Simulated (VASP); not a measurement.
# Sb2N (P4/mmm) in VASP: further runs, part 2 of 2

VASP 6.6.1.

### Step 3. Single point, PBE

This run uses another cell than the first one, of 23.66 Å³/atom, 1.225 times its volume.

Input file INCAR:

```
SYSTEM = Sb2N
PREC = Accurate
ENCUT = 520
EDIFF = 1E-6
ISMEAR = 0
SIGMA = 0.1
LREAL = .FALSE.
LASPH = .TRUE.
NELM = 80
ALGO = Normal
ISIF = 2
LWAVE = .FALSE.
LCHARG = .FALSE.
GGA = PE
NBANDS = 14
```

Input file KPOINTS:

```
regular mesh
0
G
  4 4 6
  0 0 0
```

Input file POSCAR:

```
Sb2N
1.0
    4.6716162200      0.0000000000      0.0000000000
    0.0000000000      4.6716162200      0.0000000000
    0.0000000000      0.0000000000      3.2517984800
Sb N
2 1
Direct
    0.5000000000      0.5000000000      0.5000000000
    0.0000000000      0.0000000000      0.0000000000
    0.0000000000      0.0000000000      0.5000000000
```

Potentials or basis: VASP PAW PBE potentials, release 64 (Sb, N).

Run with:

```sh
$ cat potpaw_PBE.64/Sb/POTCAR potpaw_PBE.64/N/POTCAR > POTCAR
$ mpirun -np 1 vasp_std > vasp.out
```

OUTCAR:

```text
SYSTEM = Sb2N
   PREC = Accurate
   ENCUT = 520
   EDIFF = 1E-6
   ISMEAR = 0
   LREAL = .FALSE.
   LASPH = .TRUE.
   NELM = 80
   ISIF = 2
   GGA = PE

 ion  position               nearest neighbor table
   1  0.500  0.500  0.500-   2 3.68   2 3.68   2 3.68   2 3.68   2 3.68   2 3.68   2 3.68   2 3.68

   2  0.000  0.000  0.000-   3 1.63   3 1.63   1 3.68   1 3.68   1 3.68   1 3.68   1 3.68   1 3.68
                             1 3.68   1 3.68
   3  0.000  0.000  0.500-   2 1.63   2 1.63

  LATTYP: Found a simple tetragonal cell.
 ALAT       =     4.6716162200
 C/A-ratio  =     0.6960756892

  Lattice vectors:

 A1 = (   4.6716162200,   0.0000000000,   0.0000000000)
 A2 = (   0.0000000000,   4.6716162200,   0.0000000000)
 A3 = (   0.0000000000,   0.0000000000,   3.2517984800)

Analysis of symmetry for initial positions (statically):
=====================================================================
 Subroutine PRICEL returns:
 Original cell was already a primitive cell.

 Routine SETGRP: Setting up the symmetry group for a
 simple tetragonal supercell.

 Subroutine GETGRP returns: Found 16 space group operations
 (whereof 16 operations were pure point group operations)
 out of a pool of 16 trial point group operations.

The static configuration has the point symmetry D_4h.

Analysis of symmetry for dynamics (positions and initial velocities):
=====================================================================
 Subroutine PRICEL returns:
 Original cell was already a primitive cell.

 Routine SETGRP: Setting up the symmetry group for a
 simple tetragonal supercell.

 Subroutine GETGRP returns: Found 16 space group operations
 (whereof 16 operations were pure point group operations)
 out of a pool of 16 trial point group operations.

The dynamic configuration has the point symmetry D_4h.

 Subroutine INISYM returns: Found 16 space group operations
 (whereof 16 operations are pure point group operations),
 and found     1 'primitive' translations

----------------------------------------------------------------------------------------

                                     Primitive cell

  volume of cell :      70.9672

  direct lattice vectors                    reciprocal lattice vectors
     4.671616220  0.000000000  0.000000000     0.214058680  0.000000000  0.000000000
     0.000000000  4.671616220  0.000000000     0.000000000  0.214058680  0.000000000
     0.000000000  0.000000000  3.251798480     0.000000000  0.000000000  0.307522132

  length of vectors
     4.671616220  4.671616220  3.251798480     0.214058680  0.214058680  0.307522132

  position of ions in fractional coordinates (direct lattice)
     0.500000000  0.500000000  0.500000000
     0.000000000  0.000000000  0.000000000
     0.000000000  0.000000000  0.500000000

  ion indices of the primitive-cell ions
   primitive index   ion index
                 1           1
                 2           2
                 3           3

----------------------------------------------------------------------------------------

 KPOINTS: regular mesh

Automatic generation of k-mesh.
 Grid dimensions read from file:
 generate k-points for:    4    4    6

[... 45 lines left out ...]
   number of dos      NEDOS =    301   number of ions     NIONS =      3
   total plane-waves  NPLWV =  31104
   dimension x,y,z NGX =    36 NGY =   36 NGZ =   24
   dimension x,y,z NGXF=    72 NGYF=   72 NGZF=   48
   ions per type =               2   1
   NGX,Y,Z   is equivalent  to a cutoff of  12.81, 12.81, 12.27 a.u.
   NGXF,Y,Z  is equivalent  to a cutoff of  25.62, 25.62, 24.54 a.u.
 SYSTEM =  Sb2N
   PREC   = accura    normal or accurate (medium, high low for compatibility)
   ISTART =      0    job   : 0-new  1-cont  2-samecut
   ICHARG =      2    charge: 1-file 2-atom 10-const
   ISPIN  =      1    spin polarized calculation?
   LNONCOLLINEAR =      F non collinear calculations
   LSORBIT =      F    spin-orbit coupling
   LASPH  =      T    aspherical Exc in radial PAW
   ENCUT  =  520.0 eV  38.22 Ry    6.18 a.u.   8.69  8.69  6.05*2*pi/ulx,y,z
   NELM   =     80;   NELMIN=  2; NELMDL= -5     # of ELM steps
   EDIFF  = 0.1E-05   stopping-criterion for ELM
   LREAL  =      F    real-space projection
   EDIFFG = 0.1E-04   stopping-criterion for IOM
   NSW    =      0    number of steps for IOM
   IBRION =     -1    ionic relax: 0-MD 1-quasi-New 2-CG
   NFREE  =      0    steps in history (QN), initial steepest desc. (CG)
   ISIF   =      2    stress and relaxation
   ISYM   =      2    0-nonsym 1-usesym 2-fastsym
   POTIM  = 0.5000    time-step for ionic-motion
   TEBEG  =    0.0;   TEEND  =   0.0 temperature during run
   PSTRESS=    0.0 pullay stress
   NELECT =      15.0000    total number of electrons
   NUPDOWN=      -1.0000    fix difference up-down
   EMIN   =  10.00;   EMAX   =-10.00  energy-range for DOS
   EFERMI =   0.00;   METHOD = LEGACY
   ISMEAR =     0;   SIGMA  =   0.10  broadening in eV -4-tet -1-fermi 0-gaus
   EFERMI_NEDOS =   21; number of points for ismear=-14 and -15
   IALGO  =     38    algorithm
   IMIX   =      4    mixing-type and parameters
     AMIX     =   0.40;   BMIX     =  1.00
     AMIX_MAG =   1.60;   BMIX_MAG =  1.00
  volume/ion in A,a.u.               =      23.66       159.64
  Fermi-wavevector in a.u.,A,eV,Ry     =   0.975183  1.842828 12.938883  0.950981
  Thomas-Fermi vector in A             =   2.105702
   LORBIT       =      0    0 simple, 1 ext, 2 COOP (PROOUT), +10 PAW based schemes
   GGA     = PE    functional components
   LHFCALC =     F    Hartree Fock is set to
   AEXX    =    0.0000 exact exchange contribution
   IVDW    =     0    specifies the selected vdW correction
   LEPSILON=     F    determine dielectric tensor
   LRPA    =     F    only Hartree local field effects (RPA)
 non-spin polarized calculation
 Gauss-broadening in eV      SIGMA  =   0.10
  energy-cutoff  :      520.00
  volume of cell :       70.97
 maximum number of plane-waves:      1952
 NGX is ok and might be reduce to    36
   NGX = 17   NGY = 17   NGZ = 13

 number of electron      14.9999998 magnetization

 Free energy of the ion-electron system (eV)
  ---------------------------------------------------
  ext. energy  EPLUGINS =         0.00000000
  ---------------------------------------------------
  free energy    TOTEN  =        -6.99709603 eV

  energy without entropy =       -6.98830881  energy(sigma->0) =       -6.99270242

 E-fermi :   6.5048     XC(G=0):  -9.4895

 val. band max:        6.3555781067   @ k =   0.2500   0.2500   0.0000
 cond. band min:       6.5324282118   @ k =   0.5000   0.0000   0.3333
 fundamental gap:      0.1768501051
 Fermi energy:         6.5048265175

 k-point     1 :       0.0000    0.0000    0.0000
  band No.  band energies     occupation
      1     -12.0609      2.00000
      2      -3.2341      2.00000
      3      -2.7352      2.00000
      4      -0.3228      2.00000
      5      -0.3228      2.00000
      6       4.8490      2.00000
      7       5.9862      2.00000
      8       5.9862      2.00000
      9       8.5755      0.00000
     10      10.4417      0.00000
     11      10.9710      0.00000
     12      10.9710      0.00000
     13      12.5130      0.00000
     14      12.5910      0.00000
[... 377 lines left out ...]
      1     -11.5074      2.00000
      2      -6.1979      2.00000
      3      -0.9067      2.00000
      4       1.9076      2.00000
      5       1.9076      2.00000
      6       3.1767      2.00000
      7       4.5601      2.00000
      8       4.5601      2.00000
      9       7.3238      0.00000
     10       7.3238      0.00000
     11      10.5259      0.00000
     12      13.1435      0.00000
     13      14.9863      0.00000
     14      14.9863      0.00000

------------------------ aborting loop because EDIFF is reached ----------------------------------------

  FORCE on cell =-STRESS in cart. coord.  units (eV):
  Direction    XX          YY          ZZ          XY          YZ          ZX
  --------------------------------------------------------------------------------------
  -------------------------------------------------------------------------------------
  Total        1.6676987      1.6676987     50.1815851      0.0000000     -0.0000000      0.0000000
  in kB       37.6504557     37.6504557   1132.9141950      0.0000000     -0.0000000      0.0000000
  external PRESSURE =     402.7383688 kB  Pullay stress =       0.0000000 kB

 VOLUME and BASIS-vectors are now :
 -----------------------------------------------------------------------------
  energy-cutoff  :      520.00
  volume of cell :       70.97
      direct lattice vectors                 reciprocal lattice vectors
     4.671616220  0.000000000  0.000000000     0.214058680  0.000000000  0.000000000
     0.000000000  4.671616220  0.000000000     0.000000000  0.214058680  0.000000000
     0.000000000  0.000000000  3.251798480     0.000000000  0.000000000  0.307522132

 POSITION                                       TOTAL-FORCE (eV/Angst)
 -----------------------------------------------------------------------------------
      2.33581      2.33581      1.62590         0.000000      0.000000      0.000000
      0.00000      0.00000      0.00000         0.000000      0.000000      0.000000
      0.00000      0.00000      1.62590         0.000000      0.000000      0.000000
 -----------------------------------------------------------------------------------
    total drift:                                0.000000      0.000000      0.000000

  FREE ENERGIE OF THE ION-ELECTRON SYSTEM (eV)
  ---------------------------------------------------
  free  energy   TOTEN  =        -6.9970960333 eV

  energy  without entropy=       -6.9883088095  energy(sigma->0) =       -6.99270242
```

It took 9.6 s on 1 thread of Intel Xeon Platinum 8559C (Emerald Rapids), shared host; peak memory 0.18 GiB.

Results:

| Quantity | Value |
| --- | --- |
| Free energy | -6.9971 eV |
| Pressure | 40.3 GPa |

Stress tensor (GPa, compression positive):
```
  3.77   0.00   0.00
  0.00   3.77   0.00
  0.00   0.00 113.29
```

Caveat: spin-orbit coupling is left out, which moves the levels of the heavy elements.

### Step 4. Single point, PBE

This run uses another cell than the first one, of 19.64 Å³/atom, 1.017 times its volume.

Input file INCAR:

```
ALGO = Normal ; EDIFF = 1E-6
ENCUT = 520 ; GGA = PE
ISIF = 2 ; ISMEAR = 0
LASPH = True ; LCHARG = True
LELF = True ; LREAL = False
LVHAR = True ; LWAVE = False
NBANDS = 14 ; NELM = 60
PREC = Accurate ; SIGMA = 0.1
```

Input file KPOINTS:

```
k-points
0
Gamma
  6 6 4
```

Input file POSCAR:

```
Sb2N
1.0
    3.4503588397      0.0000000000      0.0000000000
    0.0000000000      3.4503588397      0.0000000000
    0.0000000000      0.0000000000      4.9496435504
Sb N
2 1
Direct
    0.5000000000      0.5000000000      0.5000000000
    0.0000000000      0.0000000000      0.0000000000
    0.0000000000      0.0000000000      0.5000000000
```

Potentials or basis: VASP PAW PBE potentials, release 64 (Sb, N).

Run with:

```sh
$ cat potpaw_PBE.64/Sb/POTCAR potpaw_PBE.64/N/POTCAR > POTCAR
$ mpirun -np 1 vasp_std > vasp.out
```

OUTCAR:

```text
EDIFF = 1E-6
   ENCUT = 520
   GGA = PE
   ISIF = 2
   ISMEAR = 0
   LASPH = True
   LREAL = False
   NELM = 60
   PREC = Accurate

 ion  position               nearest neighbor table
   1  0.500  0.500  0.500-   3 2.44   3 2.44   3 2.44   3 2.44   2 3.48   2 3.48   2 3.48   2 3.48
                             2 3.48   2 3.48   2 3.48   2 3.48
   2  0.000  0.000  0.000-   3 2.47   3 2.47   1 3.48   1 3.48   1 3.48   1 3.48   1 3.48   1 3.48
                             1 3.48   1 3.48
   3  0.000  0.000  0.500-   1 2.44   1 2.44   1 2.44   1 2.44   2 2.47   2 2.47
[... 606 lines left out ...]

  FORCE on cell =-STRESS in cart. coord.  units (eV):
  Direction    XX          YY          ZZ          XY          YZ          ZX
  --------------------------------------------------------------------------------------
  -------------------------------------------------------------------------------------
  Total       -0.1904151     -0.1904151     -0.1430171      0.0000000      0.0000000      0.0000000
  in kB       -5.1773726     -5.1773726     -3.8886263      0.0000000      0.0000000      0.0000000
  external PRESSURE =      -4.7477905 kB  Pullay stress =       0.0000000 kB

 VOLUME and BASIS-vectors are now :
 -----------------------------------------------------------------------------
  energy-cutoff  :      520.00
  volume of cell :       58.93
      direct lattice vectors                 reciprocal lattice vectors
     3.450358840  0.000000000  0.000000000     0.289824927  0.000000000  0.000000000
     0.000000000  3.450358840  0.000000000     0.000000000  0.289824927  0.000000000
     0.000000000  0.000000000  4.949643550     0.000000000  0.000000000  0.202034751

 POSITION                                       TOTAL-FORCE (eV/Angst)
 -----------------------------------------------------------------------------------
      1.72518      1.72518      2.47482         0.000000      0.000000      0.000000
      0.00000      0.00000      0.00000         0.000000      0.000000      0.000000
      0.00000      0.00000      2.47482         0.000000      0.000000      0.000000
 -----------------------------------------------------------------------------------
    total drift:                               -0.000000      0.000000      0.000000

  FREE ENERGIE OF THE ION-ELECTRON SYSTEM (eV)
  ---------------------------------------------------
  free  energy   TOTEN  =       -14.4236255485 eV

  energy  without entropy=      -14.4062866207  energy(sigma->0) =      -14.41495608
```

Wall time 13 s (1 thread of Intel Xeon Platinum 8559C (Emerald Rapids), shared host); peak memory 0.19 GiB.

What came out:

| Item | Value |
| --- | --- |
| Free energy | -14.4236 eV |
| Pressure | -0.5 GPa |

Stress tensor (GPa, compression positive):
```
-0.52  0.00  0.00
 0.00 -0.52  0.00
 0.00  0.00 -0.39
```

Caveat: spin-orbit coupling is left out, which moves the levels of the heavy elements.

### Step 5. Summary

| cell | k mesh | gap on the mesh (eV) | pressure (GPa) |
| --- | --- | --- | --- |
| a = 3.405, b = 3.405, c = 4.996 Å, 3 atoms | 4 × 4 × 6 | none | -0.5 |
| a = 4.672, b = 4.672, c = 3.252 Å, 3 atoms | 4 × 4 × 6 | none | 40.3 |
| a = 3.450, b = 3.450, c = 4.950 Å, 3 atoms | 6 × 6 × 4 | none | -0.5 |

Alike in all rows: task single point; level PBE; potentials or basis VASP PAW PBE potentials, release 64 (Sb, N); no spin polarisation; cutoff (eV) 520; smearing gaussian 0.1 eV.

Caveats: some runs use coarse meshes; spin-orbit coupling is left out, which moves the levels of the heavy elements.

Total energies depend on the potentials used, so only differences within one code and one set of settings carry meaning.
